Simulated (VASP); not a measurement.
Set up this calculation in VASP 6.6.1, as the native input.

```
Task                   : single point
Functional             : PBE
Potentials or basis    : VASP PAW PBE potentials, release 64 (Co)
Cutoff                 : 520 eV
k mesh                 : 21 × 21 × 10
Occupations            : gaussian, width 0.1 eV
Spin                   : collinear spin, ferromagnetic start
Starting moments       : [1.86, 1.86] μB
Dipole correction      : no
Further INCAR settings : ALGO = Normal; EDIFF = 1e-06; NBANDS = 20
```

The structure of Co lies in POSCAR:

```
Co
1.0
    2.4685772438      0.0000000000      0.0000000000
   -1.2342886219      2.1378506043      0.0000000000
    0.0000000000      0.0000000000      3.9923272741
Co
2
Direct
    0.3333333333      0.6666666667      0.2500000000
    0.6666666667      0.3333333333      0.7500000000
```

These files were run (other wordings do the same):

INCAR

```
ALGO = Normal
EDIFF = 1E-6
ENCUT = 520
GGA = PE
ISIF = 2
ISMEAR = 0
ISPIN = 2
LASPH = True
LCHARG = False
LMAXMIX = 4
LORBIT = 11
LREAL = False
LWAVE = False
MAGMOM = 1.86 1.86
NBANDS = 20
NELM = 150
PREC = Accurate
SIGMA = 0.1
```

KPOINTS

```
k-points
0
Gamma
  21 21 10
```

Potentials or basis: VASP PAW PBE potentials, release 64 (Co).

Run with:

```console
$ cat potpaw_PBE.64/Co/POTCAR > POTCAR
$ mpirun -np 1 vasp_std > vasp.out
```

Results of the run:

```
Pressure                                              : 5.9 GPa
Net moment                                            : 3.14 μB per cell
Site moments                                          : Co +1.59 μB
Valence electrons inside the program's atomic spheres : Co 8.33
```

Caveat: the cell stands under pressure.

Run time: 6.5 min on 1 thread of Intel Xeon 8259CL, on a shared host, peak memory 0.24 GiB.
